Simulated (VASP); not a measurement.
# Si7O16 (a cell with a defect) in VASP: further runs, part 2 of 4

VASP 6.6.1. Earlier steps stand in the parts before.

## Step 3: Single point, PBE

Contents of INCAR:

```
SYSTEM = Si7O16
PREC = Accurate
ENCUT = 520
EDIFF = 1E-6
ISMEAR = 0
SIGMA = 0.02
LREAL = Auto
LASPH = .TRUE.
NELM = 80
ALGO = Normal
ISIF = 2
LWAVE = .FALSE.
LCHARG = .FALSE.
GGA = PE
NBANDS = 79
```

Contents of KPOINTS:

```
Automatic mesh
0
G
  2 2 2
  0 0 0
```

Contents of POSCAR:

```
Si7O16
1.0
   -4.1501000000     -4.1501000000      0.0000000000
    4.1501000000     -4.1501000000      0.0000000000
    0.0000000000      0.0000000000      5.3150000000
Si O
7 16
Direct
    0.5000000000      0.5000000000      0.0000000000
    0.0000000000      0.5000000000      0.2525477454
    0.5000000000      0.5000000000      0.5000000000
    0.0000000000      0.5000000000      0.7474522546
    0.5000000000      0.0000000000      0.2494824866
    0.0000000000      0.0000000000      0.0000000000
    0.5000000000      0.0000000000      0.7505175134
    0.1986239780      0.5000000000      0.0000000000
    0.0000000000      0.2060228063      0.2348869538
    0.8013760220      0.5000000000      0.0000000000
    0.0000000000      0.7939771937      0.2348869538
    0.1966218955      0.5000000000      0.5000000000
    0.0000000000      0.2060228063      0.7651130462
    0.8033781045      0.5000000000      0.5000000000
    0.0000000000      0.7939771937      0.7651130462
    0.6944927469      0.0000000000      0.0000000000
    0.5000000000      0.6940847272      0.2484383174
    0.3055072531      0.0000000000      0.0000000000
    0.5000000000      0.3059152728      0.2484383174
    0.6861148232      0.0000000000      0.5000000000
    0.5000000000      0.6940847272      0.7515616826
    0.3138851768      0.0000000000      0.5000000000
    0.5000000000      0.3059152728      0.7515616826
```

Potentials or basis: VASP PAW PBE potentials, release 64 (Si, O).

Command:

```bash
$ cat potpaw_PBE.64/Si/POTCAR potpaw_PBE.64/O/POTCAR > POTCAR
$ mpirun -np 1 vasp_std > vasp.out
```

OUTCAR:

```text
SYSTEM = Si7O16
   PREC = Accurate
   ENCUT = 520
   EDIFF = 1E-6
   ISMEAR = 0
   LREAL = Auto
   LASPH = .TRUE.
   NELM = 80
   ISIF = 2
   GGA = PE

 ion  position               nearest neighbor table
   1  0.500  0.500  0.000-  17 1.74  19 1.74  21 1.74  23 1.74   8 1.77  10 1.77   3 2.66   3 2.66

   2  0.000  0.500  0.253-   9 1.73  11 1.73  12 1.75  14 1.75  10 1.78   8 1.78   4 2.63   4 2.68

   3  0.500  0.500  0.500-  17 1.76  19 1.76  21 1.76  23 1.76  12 1.78  14 1.78   1 2.66   1 2.66

   4  0.000  0.500  0.747-  13 1.73  15 1.73  14 1.75  12 1.75   8 1.78  10 1.78   2 2.63   2 2.68

   5  0.500  0.000  0.249-  20 1.72  22 1.72  16 1.75  18 1.75  17 1.80  19 1.80   7 2.65   7 2.66

   6  0.000  0.000  0.000-   9 1.74  11 1.74  13 1.74  15 1.74  18 1.79  16 1.79
   7  0.500  0.000  0.751-  20 1.72  22 1.72  16 1.75  18 1.75  21 1.80  23 1.80   5 2.65   5 2.66

   8  0.199  0.500  0.000-   1 1.77   2 1.78   4 1.78
   9  0.000  0.206  0.235-   2 1.73   6 1.74
  10  0.801  0.500  0.000-   1 1.77   2 1.78   4 1.78
  11  0.000  0.794  0.235-   2 1.73   6 1.74
  12  0.197  0.500  0.500-   2 1.75   4 1.75   3 1.78
  13  0.000  0.206  0.765-   4 1.73   6 1.74
  14  0.803  0.500  0.500-   2 1.75   4 1.75   3 1.78
  15  0.000  0.794  0.765-   4 1.73   6 1.74
  16  0.694  0.000  0.000-   5 1.75   7 1.75   6 1.79
  17  0.500  0.694  0.248-   1 1.74   3 1.76   5 1.80
  18  0.306  0.000  0.000-   5 1.75   7 1.75   6 1.79
  19  0.500  0.306  0.248-   1 1.74   3 1.76   5 1.80
  20  0.686  0.000  0.500-   5 1.72   7 1.72
  21  0.500  0.694  0.752-   1 1.74   3 1.76   7 1.80
  22  0.314  0.000  0.500-   5 1.72   7 1.72
  23  0.500  0.306  0.752-   1 1.74   3 1.76   7 1.80

  LATTYP: Found a simple tetragonal cell.
 ALAT       =     5.8691277052
 C/A-ratio  =     0.9055860201

  Lattice vectors:

 A1 = (  -4.1501000000,  -4.1501000000,   0.0000000000)
 A2 = (   4.1501000000,  -4.1501000000,   0.0000000000)
 A3 = (   0.0000000000,   0.0000000000,   5.3150000000)

Analysis of symmetry for initial positions (statically):
=====================================================================
 Subroutine PRICEL returns:
 Original cell was already a primitive cell.

 Routine SETGRP: Setting up the symmetry group for a
 simple tetragonal supercell.

 Subroutine GETGRP returns: Found  8 space group operations
 (whereof  8 operations were pure point group operations)
 out of a pool of 16 trial point group operations.

The static configuration has the point symmetry D_2h.

Analysis of symmetry for dynamics (positions and initial velocities):
=====================================================================
 Subroutine PRICEL returns:
 Original cell was already a primitive cell.

 Routine SETGRP: Setting up the symmetry group for a
 simple tetragonal supercell.

 Subroutine GETGRP returns: Found  8 space group operations
 (whereof  8 operations were pure point group operations)
 out of a pool of 16 trial point group operations.

The dynamic configuration has the point symmetry D_2h.

 Subroutine INISYM returns: Found  8 space group operations
 (whereof  8 operations are pure point group operations),
 and found     1 'primitive' translations

[... 97 lines left out ...]
  0.000000  0.000000  0.500000      1.000000
  0.500000  0.000000  0.500000      1.000000
  0.000000  0.500000  0.500000      1.000000
  0.500000  0.500000  0.500000      1.000000
   k-points           NKPTS =      8   k-points in BZ     NKDIM =      8   number of bands    NBANDS=     79
   number of dos      NEDOS =    301   number of ions     NIONS =     23
   total plane-waves  NPLWV =  92160
   dimension x,y,z NGX =    48 NGY =   48 NGZ =   40
   dimension x,y,z NGXF=    96 NGYF=   96 NGZF=   80
   ions per type =               7  16
   NGX,Y,Z   is equivalent  to a cutoff of  13.60, 13.60, 12.51 a.u.
   NGXF,Y,Z  is equivalent  to a cutoff of  27.19, 27.19, 25.02 a.u.
 SYSTEM =  Si7O16
   PREC   = accura    normal or accurate (medium, high low for compatibility)
   ISTART =      0    job   : 0-new  1-cont  2-samecut
   ICHARG =      2    charge: 1-file 2-atom 10-const
   ISPIN  =      1    spin polarized calculation?
   LNONCOLLINEAR =      F non collinear calculations
   LSORBIT =      F    spin-orbit coupling
   LASPH  =      T    aspherical Exc in radial PAW
   ENCUT  =  520.0 eV  38.22 Ry    6.18 a.u.  10.91 10.91  9.88*2*pi/ulx,y,z
   NELM   =     80;   NELMIN=  2; NELMDL= -5     # of ELM steps
   EDIFF  = 0.1E-05   stopping-criterion for ELM
   LREAL  =      T    real-space projection
   EDIFFG = 0.1E-04   stopping-criterion for IOM
   NSW    =      0    number of steps for IOM
   IBRION =     -1    ionic relax: 0-MD 1-quasi-New 2-CG
   NFREE  =      0    steps in history (QN), initial steepest desc. (CG)
   ISIF   =      2    stress and relaxation
   ISYM   =      2    0-nonsym 1-usesym 2-fastsym
   POTIM  = 0.5000    time-step for ionic-motion
   TEBEG  =    0.0;   TEEND  =   0.0 temperature during run
   PSTRESS=    0.0 pullay stress
   NELECT =     124.0000    total number of electrons
   NUPDOWN=      -1.0000    fix difference up-down
   EMIN   =  10.00;   EMAX   =-10.00  energy-range for DOS
   EFERMI =   0.00;   METHOD = LEGACY
   ISMEAR =     0;   SIGMA  =   0.02  broadening in eV -4-tet -1-fermi 0-gaus
   EFERMI_NEDOS =   21; number of points for ismear=-14 and -15
   IALGO  =     38    algorithm
   IMIX   =      4    mixing-type and parameters
     AMIX     =   0.40;   BMIX     =  1.00
     AMIX_MAG =   1.60;   BMIX_MAG =  1.00
  volume/ion in A,a.u.               =       7.96        53.72
  Fermi-wavevector in a.u.,A,eV,Ry     =   1.437690  2.716840 28.122598  2.066953
  Thomas-Fermi vector in A             =   2.556740
   LORBIT       =      0    0 simple, 1 ext, 2 COOP (PROOUT), +10 PAW based schemes
   GGA     = PE    functional components
   LHFCALC =     F    Hartree Fock is set to
   AEXX    =    0.0000 exact exchange contribution
   IVDW    =     0    specifies the selected vdW correction
   LEPSILON=     F    determine dielectric tensor
   LRPA    =     F    only Hartree local field effects (RPA)
 non-spin polarized calculation
 Gauss-broadening in eV      SIGMA  =   0.02
  energy-cutoff  :      520.00
  volume of cell :      183.08
 maximum number of plane-waves:      4948
 NGX is ok and might be reduce to    48
   NGX = 21   NGY = 21   NGZ = 19

 number of electron     123.9999926 magnetization

 Free energy of the ion-electron system (eV)
  ---------------------------------------------------
  ext. energy  EPLUGINS =         0.00000000
  ---------------------------------------------------
  free energy    TOTEN  =      -165.24956321 eV

  energy without entropy =     -165.24410054  energy(sigma->0) =     -165.24683187

 E-fermi :   6.5596     XC(G=0): -12.0498

 val. band max:        6.5557447251   @ k =   0.0000   0.0000   0.5000
 cond. band min:       6.5635691993   @ k =   0.5000   0.0000   0.5000
 fundamental gap:      0.0078244742
 Fermi energy:         6.5595929083

 k-point     1 :       0.0000    0.0000    0.0000
  band No.  band energies     occupation
      1     -15.5485      2.00000
      2     -13.8953      2.00000
      3     -13.2716      2.00000
      4     -13.0040      2.00000
      5     -12.8486      2.00000
      6     -12.4978      2.00000
[... 605 lines left out ...]
     73      17.9000      0.00000
     74      17.9261      0.00000
 [bands above 74 left out]

------------------------ aborting loop because EDIFF is reached ----------------------------------------

  FORCE on cell =-STRESS in cart. coord.  units (eV):
  Direction    XX          YY          ZZ          XY          YZ          ZX
  --------------------------------------------------------------------------------------
  -------------------------------------------------------------------------------------
  Total       17.7626528     17.7626528     21.8450775      0.5132761      0.0000000      0.0000000
  in kB      155.4418730    155.4418730    191.1673781      4.4917047      0.0000000      0.0000000
  external PRESSURE =     167.3503747 kB  Pullay stress =       0.0000000 kB

 VOLUME and BASIS-vectors are now :
 -----------------------------------------------------------------------------
  energy-cutoff  :      520.00
  volume of cell :      183.08
      direct lattice vectors                 reciprocal lattice vectors
    -4.150100000 -4.150100000  0.000000000    -0.120479025 -0.120479025  0.000000000
     4.150100000 -4.150100000  0.000000000     0.120479025 -0.120479025  0.000000000
     0.000000000  0.000000000  5.315000000     0.000000000  0.000000000  0.188146754

 POSITION                                       TOTAL-FORCE (eV/Angst)
 -----------------------------------------------------------------------------------
      0.00000     -4.15010      0.00000         0.000000     -0.000000     -0.000000
      2.07505     -2.07505      1.34229         0.000000     -0.000000      0.021276
      0.00000     -4.15010      2.65750         0.000000     -0.000000     -0.000000
      2.07505     -2.07505      3.97271         0.000000     -0.000000     -0.021276
     -2.07505     -2.07505      1.32600         0.000000     -0.000000     -0.051800
      0.00000      0.00000      0.00000         0.000000     -0.000000     -0.000000
[... 15 lines left out ...]
     -1.30265     -1.30265      2.65750         0.042182      0.042182     -0.000000
     -0.80547     -3.34463      3.99455        -0.011750      0.011750      0.004318
 -----------------------------------------------------------------------------------
    total drift:                               -0.000000     -0.000000     -0.000000

  FREE ENERGIE OF THE ION-ELECTRON SYSTEM (eV)
  ---------------------------------------------------
  free  energy   TOTEN  =      -165.2495632125 eV

  energy  without entropy=     -165.2441005363  energy(sigma->0) =     -165.24683187
```

Wall time 3 min (1 thread of Intel Xeon Platinum 8259CL at 2.50GHz (Skylake/Cascade Lake), shared host); peak memory 0.31 GiB.

Results:

```yaml
Free_energy: -165.2496 eV
Pressure: 16.7 GPa
Largest_force: 0.060 eV/Å
Band_gap_on_the_k_mesh: zero (band 62 reaches 6.68 eV, above the bottom of band 63 at 6.41 eV)
```

Forces on the atoms (eV/Å):
```
Si   0.000  0.000  0.000
Si   0.000  0.000  0.021
Si   0.000  0.000  0.000
Si   0.000  0.000 -0.021
Si   0.000  0.000 -0.052
Si   0.000  0.000  0.000
Si   0.000  0.000  0.052
O   -0.006 -0.006  0.000
O   -0.005  0.005  0.012
O    0.006  0.006  0.000
O    0.005 -0.005  0.012
O   -0.006 -0.006  0.000
O   -0.005  0.005 -0.012
O    0.006  0.006  0.000
O    0.005 -0.005 -0.012
O   -0.012 -0.012  0.000
O    0.012 -0.012 -0.004
O    0.012  0.012  0.000
O   -0.012  0.012 -0.004
O   -0.042 -0.042  0.000
O    0.012 -0.012  0.004
O    0.042  0.042  0.000
O   -0.012  0.012  0.004
```

Stress tensor (GPa, compression positive):
```
15.54  0.45  0.00
 0.45 15.54  0.00
 0.00  0.00 19.12
```

Levels at points of the mesh, in eV from the Fermi level:
```tsv
k point	band 59	band 60	band 61	band 62	band 63	band 64	band 65	band 66
(0.00, 0.00, 0.00)	-0.56	-0.06	-0.04	0.03	0.22	0.71	6.79	7.61
(0.50, 0.00, 0.00)	-0.38	-0.25	-0.06	-0.04	-0.04	0.10	7.73	8.04
(0.00, 0.50, 0.00)	-0.54	-0.53	-0.42	-0.16	0.31	0.32	7.48	8.57
(0.50, 0.50, 0.00)	-0.37	-0.30	-0.19	0.01	0.10	0.34	8.42	8.74
(0.00, 0.00, 0.50)	-0.42	-0.26	-0.08	-0.08	0.00	0.09	8.47	8.49
(0.50, 0.00, 0.50)	-0.66	-0.11	0.00	0.12	0.16	0.30	8.90	9.05
(0.00, 0.50, 0.50)	-0.50	-0.13	-0.12	-0.11	-0.01	0.05	8.56	8.81
(0.50, 0.50, 0.50)	-0.48	-0.45	-0.44	-0.36	-0.15	0.14	9.72	9.94
```

Caveat: the k points lie up to 0.59 Å⁻¹ apart.

(Continued in part 3 of 4.)
